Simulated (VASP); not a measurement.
# Ru (P6_3/mmc) in VASP: notebook

Aim: see how the results for Ru move with the level of theory and the settings. Levels: RPBE, revPBE+D3(BJ), BLYP+D4, PBE0, B3LYP5. Tasks: single point.

Program: VASP 6.6.1. These are calculated values, not measurements. Logs are shortened: lines on timing, memory, paths and dates and some standing lists are left out, and cuts for length are marked.

## Step 1: The cell of the first run

It takes space group P6_3/mmc (No. 194, hexagonal). The conventional cell has a = 2.724 Å, b = 2.724 Å, c = 4.310 Å, α = 90.00°, β = 90.00°, γ = 120.00°. Within 3.5 Å of Ru (site symmetry -6m2) lie 12 Ru at 2.67 to 2.72 Å.

## Step 2: Single point, RPBE

Contents of INCAR:

```
  PREC = Accurate
  ENCUT = 520
  EDIFF = 1E-7
  ISMEAR = -1
  SIGMA = 0.05
  LREAL = False
  LASPH = True
  NELM = 60
  ALGO = Normal
  ISIF = 2
  LWAVE = False
  LCHARG = False
  GGA = RP
  NBANDS = 21
```

Contents of KPOINTS:

```
regular mesh
0
Gamma
  11 11 6
```

Contents of POSCAR:

```
Ru
1.0
    2.7237197275      0.0000000000      0.0000000000
   -1.3618598638      2.3588104769      0.0000000000
    0.0000000000      0.0000000000      4.3102577801
Ru
2
Direct
    0.6666666667      0.3333333333      0.7500000000
    0.3333333333      0.6666666667      0.2500000000
```

Potentials or basis: VASP PAW PBE potentials, release 64 (Ru_pv).

On the command line:

```bash
> cat potpaw_PBE.64/Ru_pv/POTCAR > POTCAR
> mpirun -np 1 vasp_std > vasp.out
```

OUTCAR:

```text
PREC = Accurate
   ENCUT = 520
   EDIFF = 1E-7
   ISMEAR = -1
   LREAL = False
   LASPH = True
   NELM = 60
   ISIF = 2
   GGA = RP

 ion  position               nearest neighbor table
   1  0.667  0.333  0.750-   2 2.67   2 2.67   2 2.67   2 2.67   2 2.67   2 2.67
   2  0.333  0.667  0.250-   1 2.67   1 2.67   1 2.67   1 2.67   1 2.67   1 2.67

  LATTYP: Found a hexagonal cell.
 ALAT       =     2.7237197275
 C/A-ratio  =     1.5824894671

  Lattice vectors:

 A1 = (   2.7237197275,   0.0000000000,   0.0000000000)
 A2 = (  -1.3618598638,   2.3588104769,   0.0000000000)
 A3 = (   0.0000000000,   0.0000000000,   4.3102577801)

Analysis of symmetry for initial positions (statically):
=====================================================================
 Subroutine PRICEL returns:
 Original cell was already a primitive cell.

 Routine SETGRP: Setting up the symmetry group for a
 hexagonal supercell.

 Subroutine GETGRP returns: Found 24 space group operations
 (whereof 12 operations were pure point group operations)
 out of a pool of 24 trial point group operations.

The static configuration has the point symmetry D_3d.
 The point group associated with its full space group is D_6h.

Analysis of symmetry for dynamics (positions and initial velocities):
=====================================================================
 Subroutine PRICEL returns:
 Original cell was already a primitive cell.

 Routine SETGRP: Setting up the symmetry group for a
 hexagonal supercell.

 Subroutine GETGRP returns: Found 24 space group operations
 (whereof 12 operations were pure point group operations)
 out of a pool of 24 trial point group operations.

The dynamic configuration has the point symmetry D_3d.
 The point group associated with its full space group is D_6h.

 Subroutine INISYM returns: Found 24 space group operations
 (whereof 12 operations are pure point group operations),
 and found     1 'primitive' translations

----------------------------------------------------------------------------------------

                                     Primitive cell

  volume of cell :      27.6923

  direct lattice vectors                    reciprocal lattice vectors
     2.723719727  0.000000000  0.000000000     0.367144971  0.211971248  0.000000000
    -1.361859864  2.358810477  0.000000000     0.000000000  0.423942496  0.000000000
     0.000000000  0.000000000  4.310257780     0.000000000  0.000000000  0.232004685

  length of vectors
     2.723719727  2.723719728  4.310257780     0.423942496  0.423942496  0.232004685

  position of ions in fractional coordinates (direct lattice)
     0.666666667  0.333333333  0.750000000
     0.333333333  0.666666667  0.250000000

  ion indices of the primitive-cell ions
   primitive index   ion index
                 1           1
                 2           2

----------------------------------------------------------------------------------------

 KPOINTS: regular mesh

Automatic generation of k-mesh.
 Grid dimensions read from file:
 generate k-points for:   11   11    6

 Generating k-lattice:

  Cartesian coordinates                     Fractional coordinates (reciprocal lattice)
     0.033376816  0.019270113  0.000000000     0.090909091  0.000000000  0.000000000
     0.000000000  0.038540227  0.000000000     0.000000000  0.090909091  0.000000000
     0.000000000  0.000000000  0.038667448     0.000000000  0.000000000  0.166666667

  Length of vectors
     0.038540227  0.038540227  0.038667448

  Shift w.r.t. Gamma in fractional coordinates (k-lattice)
     0.000000000  0.000000000  0.000000000

 Subroutine IBZKPT returns following result:
 ===========================================

 Found     64 irreducible k-points:

 Following reciprocal coordinates:
            Coordinates               Weight
  0.000000  0.000000  0.000000      1.000000
  0.090909  0.000000  0.000000      6.000000
  0.181818  0.000000  0.000000      6.000000
  0.272727 -0.000000  0.000000      6.000000
  0.363636  0.000000  0.000000      6.000000
  0.454545 -0.000000  0.000000      6.000000
[... 16 lines left out ...]
  0.090909  0.090909  0.166667     12.000000
  0.181818  0.090909  0.166667     24.000000
 [... further k-points ...]
   k-points           NKPTS =     64   k-points in BZ     NKDIM =     64   number of bands    NBANDS=     21
   number of dos      NEDOS =    301   number of ions     NIONS =      2
   total plane-waves  NPLWV =  12800
   dimension x,y,z NGX =    20 NGY =   20 NGZ =   32
   dimension x,y,z NGXF=    40 NGYF=   40 NGZF=   64
   ions per type =               2
   NGX,Y,Z   is equivalent  to a cutoff of  12.21, 12.21, 12.34 a.u.
   NGXF,Y,Z  is equivalent  to a cutoff of  24.41, 24.41, 24.68 a.u.
 SYSTEM =  unknown system
   PREC   = accura    normal or accurate (medium, high low for compatibility)
   ISTART =      0    job   : 0-new  1-cont  2-samecut
   ICHARG =      2    charge: 1-file 2-atom 10-const
   ISPIN  =      1    spin polarized calculation?
   LNONCOLLINEAR =      F non collinear calculations
   LSORBIT =      F    spin-orbit coupling
   LASPH  =      T    aspherical Exc in radial PAW
   ENCUT  =  520.0 eV  38.22 Ry    6.18 a.u.   5.06  5.06  8.01*2*pi/ulx,y,z
   NELM   =     60;   NELMIN=  2; NELMDL= -5     # of ELM steps
   EDIFF  = 0.1E-06   stopping-criterion for ELM
   LREAL  =      F    real-space projection
   EDIFFG = 0.1E-05   stopping-criterion for IOM
   NSW    =      0    number of steps for IOM
   IBRION =     -1    ionic relax: 0-MD 1-quasi-New 2-CG
   NFREE  =      0    steps in history (QN), initial steepest desc. (CG)
   ISIF   =      2    stress and relaxation
   ISYM   =      2    0-nonsym 1-usesym 2-fastsym
   POTIM  = 0.5000    time-step for ionic-motion
   TEBEG  =    0.0;   TEEND  =   0.0 temperature during run
   PSTRESS=    0.0 pullay stress
   NELECT =      28.0000    total number of electrons
   NUPDOWN=      -1.0000    fix difference up-down
   EMIN   =  10.00;   EMAX   =-10.00  energy-range for DOS
   EFERMI =   0.00;   METHOD = LEGACY
   ISMEAR =    -1;   SIGMA  =   0.05  broadening in eV -4-tet -1-fermi 0-gaus
   EFERMI_NEDOS =   21; number of points for ismear=-14 and -15
   IALGO  =     38    algorithm
   IMIX   =      4    mixing-type and parameters
     AMIX     =   0.40;   BMIX     =  1.00
     AMIX_MAG =   1.60;   BMIX_MAG =  1.00
  volume/ion in A,a.u.               =      13.85        93.44
  Fermi-wavevector in a.u.,A,eV,Ry     =   1.643140  3.105085 36.734499  2.699910
  Thomas-Fermi vector in A             =   2.733325
   LORBIT       =      0    0 simple, 1 ext, 2 COOP (PROOUT), +10 PAW based schemes
   GGA     = RP    functional components
   LHFCALC =     F    Hartree Fock is set to
   AEXX    =    0.0000 exact exchange contribution
   IVDW    =     0    specifies the selected vdW correction
   LEPSILON=     F    determine dielectric tensor
   LRPA    =     F    only Hartree local field effects (RPA)
 non-spin polarized calculation
  energy-cutoff  :      520.00
  volume of cell :       27.69
 maximum number of plane-waves:       764
   NGX = 11   NGY = 11   NGZ = 17

 number of electron      28.0000015 magnetization

 Free energy of the ion-electron system (eV)
  ---------------------------------------------------
  ext. energy  EPLUGINS =         0.00000000
  ---------------------------------------------------
  free energy    TOTEN  =       -17.17044075 eV

  energy without entropy =      -17.15316678  energy(sigma->0) =      -17.16180376

 E-fermi :  12.4951     XC(G=0): -13.9232

 val. band max:       12.4743351780   @ k =   0.2727  -0.0000   0.0000
 cond. band min:      12.5110710157   @ k =   0.2727   0.1818   0.0000
 fundamental gap:      0.0367358377
 Fermi energy:        12.4950754907

 k-point     1 :       0.0000    0.0000    0.0000
  band No.  band energies     occupation
      1     -31.0183      2.00000
      2     -30.1455      2.00000
      3     -30.1455      2.00000
      4     -29.9856      2.00000
      5     -29.9856      2.00000
      6     -29.9479      2.00000
[... 13 lines left out ...]
     20      23.0983      0.00000
     21      23.1002      0.00000

 k-point     2 :       0.0909    0.0000    0.0000
  band No.  band energies     occupation
      1     -30.9921      2.00000
      2     -30.2008      2.00000
      3     -30.1642      2.00000
      4     -30.0433      2.00000
      5     -29.9934      2.00000
      6     -29.9602      2.00000
[... 13 lines left out ...]
     20      23.0983      0.00000
     21      23.1000      0.00000

 k-point     3 :       0.1818    0.0000    0.0000
  band No.  band energies     occupation
      1     -30.9176      2.00000
      2     -30.3492      2.00000
      3     -30.2124      2.00000
      4     -30.1945      2.00000
      5     -30.0155      2.00000
      6     -29.9971      2.00000
[... 13 lines left out ...]
     20      23.0983      0.00000
     21      23.0995      0.00000

 k-point     4 :       0.2727   -0.0000    0.0000
  band No.  band energies     occupation
      1     -30.8073      2.00000
      2     -30.5438      2.00000
      3     -30.3851      2.00000
      4     -30.2729      2.00000
      5     -30.0579      2.00000
      6     -30.0467      2.00000
[... 13 lines left out ...]
     20      23.0983      0.00000
     21      23.0991      0.00000

 k-point     5 :       0.3636    0.0000    0.0000
  band No.  band energies     occupation
      1     -30.7223      2.00000
      2     -30.6828      2.00000
      3     -30.5537      2.00000
      4     -30.3264      2.00000
      5     -30.1367      2.00000
      6     -30.0767      2.00000
[... 13 lines left out ...]
     20      23.0957      0.00000
     21      23.0983      0.00000
[... 382 lines left out ...]
     20      23.0983      0.00000
     21      23.4698      0.00000

 k-point    22 :       0.4545   -0.0000    0.1667
  band No.  band energies     occupation
      1     -30.8821      2.00000
      2     -30.7118      2.00000
      3     -30.4899      2.00000
      4     -30.3403      2.00000
      5     -30.1846      2.00000
      6     -30.1129      2.00000
[... 13 lines left out ...]
     20      23.0981      0.00000
     21      23.1009      0.00000

 k-point    23 :       0.0909    0.0909    0.1667
  band No.  band energies     occupation
      1     -30.8888      2.00000
      2     -30.2720      2.00000
      3     -30.2298      2.00000
      4     -30.1585      2.00000
      5     -30.0295      2.00000
      6     -30.0090      2.00000
[... 13 lines left out ...]
     20      23.0982      0.00000
     21      23.9560      0.00000

 k-point    24 :       0.1818    0.0909    0.1667
  band No.  band energies     occupation
      1     -30.8237      2.00000
      2     -30.4206      2.00000
      3     -30.3756      2.00000
      4     -30.2313      2.00000
      5     -30.0720      2.00000
      6     -30.0415      2.00000
[... 13 lines left out ...]
     20      23.0982      0.00000
     21      24.0996      0.00000

 [... further k-points ...]
[... 5 lines left out ...]
  --------------------------------------------------------------------------------------
  -------------------------------------------------------------------------------------
  Total        0.4603022      0.4603022      0.4120969     -0.0000000      0.0000000      0.0000000
  in kB       26.6314566     26.6314566     23.8424689     -0.0000000      0.0000000      0.0000000
  external PRESSURE =      25.7017940 kB  Pullay stress =       0.0000000 kB

 VOLUME and BASIS-vectors are now :
 -----------------------------------------------------------------------------
  energy-cutoff  :      520.00
  volume of cell :       27.69
      direct lattice vectors                 reciprocal lattice vectors
     2.723719727  0.000000000  0.000000000     0.367144971  0.211971248  0.000000000
    -1.361859864  2.358810477  0.000000000     0.000000000  0.423942496  0.000000000
     0.000000000  0.000000000  4.310257780     0.000000000  0.000000000  0.232004685

 POSITION                                       TOTAL-FORCE (eV/Angst)
 -----------------------------------------------------------------------------------
      1.36186      0.78627      3.23269        -0.000000      0.000000      0.000000
     -0.00000      1.57254      1.07756         0.000000     -0.000000      0.000000
 -----------------------------------------------------------------------------------
    total drift:                                0.000000     -0.000000      0.000000

  FREE ENERGIE OF THE ION-ELECTRON SYSTEM (eV)
  ---------------------------------------------------
  free  energy   TOTEN  =       -17.1704407478 eV

  energy  without entropy=      -17.1531667819  energy(sigma->0) =      -17.16180376
```

Wall time 56 s (1 thread of AMD EPYC 7R13, shared host); peak memory 0.12 GiB.

Results:

| Item | Value |
| --- | --- |
| Free energy | -17.1704 eV |
| Pressure | 2.6 GPa |
| Band gap on the k mesh | zero (band 14 reaches 14.00 eV, above the bottom of band 15 at 11.04 eV) |

Stress tensor (GPa, compression positive):
```
2.66 0.00 0.00
0.00 2.66 0.00
0.00 0.00 2.38
```

Caveat: the PAW data sets were made with another functional, which shifts forces and pressure a little.

## Step 3: Single point, revPBE+D3(BJ)

Contents of INCAR:

```
SYSTEM = Ru
ALGO = Fast
EDIFF = 1E-6
ENCUT = 520
GGA = RE
ISIF = 2
ISMEAR = -1
IVDW = 12
LASPH = .True.
LCHARG = .False.
LREAL = .False.
LWAVE = .False.
NBANDS = 21
NELM = 80
PREC = Accurate
SIGMA = 0.05
```

Contents of KPOINTS:

```
k-points
0
Gamma
  11 11 6
  0 0 0
```

POSCAR is that of step 2.

Potentials or basis: VASP PAW PBE potentials, release 64 (Ru_pv).

On the command line:

```bash
> cat potpaw_PBE.64/Ru_pv/POTCAR > POTCAR
> mpirun -np 1 vasp_std > vasp.out
```

Wall time 58 s (1 thread of AMD EPYC 7R13, shared host); peak memory 0.13 GiB.

Results (log left out):

```yaml
Free_energy: -19.7599 eV
Pressure: -12.7 GPa
Band_gap_on_the_k_mesh: zero (band 14 reaches 13.98 eV, above the bottom of band 15 at 11.01 eV)
Dispersion_energy_per_atom: -1.157 eV
```

Stress tensor (GPa, compression positive):
```
-12.62   0.00   0.00
  0.00 -12.62   0.00
  0.00   0.00 -12.99
```

Levels at points of the mesh, in eV from the Fermi level:
| k point | band 11 | band 12 | band 13 | band 14 | band 15 | band 16 | band 17 | band 18 |
| --- | --- | --- | --- | --- | --- | --- | --- | --- |
| (0.00, 0.00, 0.00) | -2.28 | -1.79 | -1.79 | -1.28 | -1.28 | 1.21 | 1.21 | 1.35 |
| (0.00, 0.00, 0.50) | -2.61 | -2.61 | -2.58 | -2.58 | 0.59 | 0.59 | 0.59 | 0.59 |

Caveat: the PAW data sets were made with another functional, which shifts forces and pressure a little; pairwise dispersion overbinds metals, which lowers pressure and volume.

## Step 4: Single point, BLYP+D4

Contents of INCAR:

```
  AGGAC = 1.0
  AGGAX = 1.0
  ALDAC = 0.0
  ALDAX = 1.0
  ALGO = Fast
  EDIFF = 1E-6
  ENCUT = 520
  GGA = B5
  ISIF = 2
  ISMEAR = -1
  IVDW = 13
  LASPH = True
  LCHARG = True
  LELF = True
  LREAL = False
  LVHAR = True
  LWAVE = False
  NBANDS = 21
  NELM = 60
  PREC = Accurate
  SIGMA = 0.05
  VDW_A1 = 0.44488865
  VDW_A2 = 4.0933009
  VDW_S6 = 1.0
  VDW_S8 = 2.34076671
```

Contents of KPOINTS:

```
k-points
0
Gamma
  11 11 6
```

POSCAR is that of step 3.

On the command line:

```bash
> cat potpaw_PBE.64/Ru_pv/POTCAR > POTCAR
> mpirun -np 1 vasp_std > vasp.out
```

Run time: 64 s. Hardware: 1 thread of AMD EPYC 7R13, shared host; peak memory 0.12 GiB.

It converged, with:

```
Free energy                : -17.7809 eV
Pressure                   : 1.4 GPa
Band gap on the k mesh     : zero (band 14 reaches 14.45 eV, above the bottom of band 15 at 11.48 eV)
Dispersion energy per atom : -0.990 eV
```

Stress tensor (GPa, compression positive):
```
1.50 0.00 0.00
0.00 1.50 0.00
0.00 0.00 1.17
```

Levels at points of the mesh, in eV from the Fermi level:
```tsv
k point	band 11	band 12	band 13	band 14	band 15	band 16	band 17	band 18
(0.00, 0.00, 0.00)	-2.30	-1.81	-1.81	-1.31	-1.31	1.20	1.20	1.65
(0.00, 0.00, 0.50)	-2.63	-2.63	-2.49	-2.49	0.56	0.56	0.56	0.56
```

Caveat: the PAW data sets were made with another functional, which shifts forces and pressure a little; pairwise dispersion overbinds metals, which lowers pressure and volume.

[end of part 1 of 2]
